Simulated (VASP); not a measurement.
The system is BP2.

```
CELL_PARAMETERS angstrom
3.22000 0.00000 0.00000
-1.61000 2.78860 0.00000
0.00000 0.00000 9.80000
ATOMIC_POSITIONS crystal
B 0.66667 0.33333 0.74000
B 0.33333 0.66667 0.26000
P 0.66667 0.33333 0.93900
P 0.00000 0.00000 0.67300
P 0.33333 0.66667 0.06100
P 0.00000 0.00000 0.32700
```

```yaml
Program: VASP 6.6.1
Task: relaxation of cell and atoms
Functional: PBE
Potentials_or_basis: VASP PAW PBE potentials, release 64 (B, P)
Cutoff: 600 eV
k_mesh: 6 × 6 × 2
Occupations: gaussian, width 0.2 eV
Spin: no spin polarisation
```

At the start: pressure 2.4 GPa; volume 14.67 Å³/atom.

Q: Where does the relaxation end?

A: Over 4 steps the energy falls by 16.0 meV/atom and the volume is 14.98 Å³/atom (+2.1 %); space group P-3m1 (No. 164, to 0.1 Å) before and after.

The path:
| step | energy change (eV) | largest force (eV/Å) | pressure (GPa) | volume (Å³) |
| --- | --- | --- | --- | --- |
| 1 | 0.0000 | 0.6252 | 2.43 | 88.00 |
| 2 | -0.0896 | 0.2076 | -0.95 | 90.85 |
| 3 | -0.0898 | 0.1962 | -1.09 | 90.96 |
| 4 | -0.0958 | 0.0696 | 0.35 | 89.87 |

Final structure:
```xyz
6
Lattice="3.2763 0.0000 0.0000 -1.6381 2.8374 0.0000 0.0000 0.0000 9.6673" Properties=species:S:1:pos:R:3 pbc="T T T"
B     1.6381    0.9458    7.1135
B     0.0000    1.8916    2.5538
P     1.6381    0.9458    9.0962
P     3.2763    0.0000    6.5425
P     0.0000    1.8916    0.5711
P     0.0000    0.0000    3.1248
```

Caveat: the k points lie up to 0.37 Å⁻¹ apart in the final cell, too coarse for converged energies and pressures of a metal; this functional lacks dispersion, which binds the layers, so the pressure and a relaxed spacing across them are unreliable; the relaxation stopped at a loose force limit of 0.08 eV/Å, so its end isn't a converged minimum.
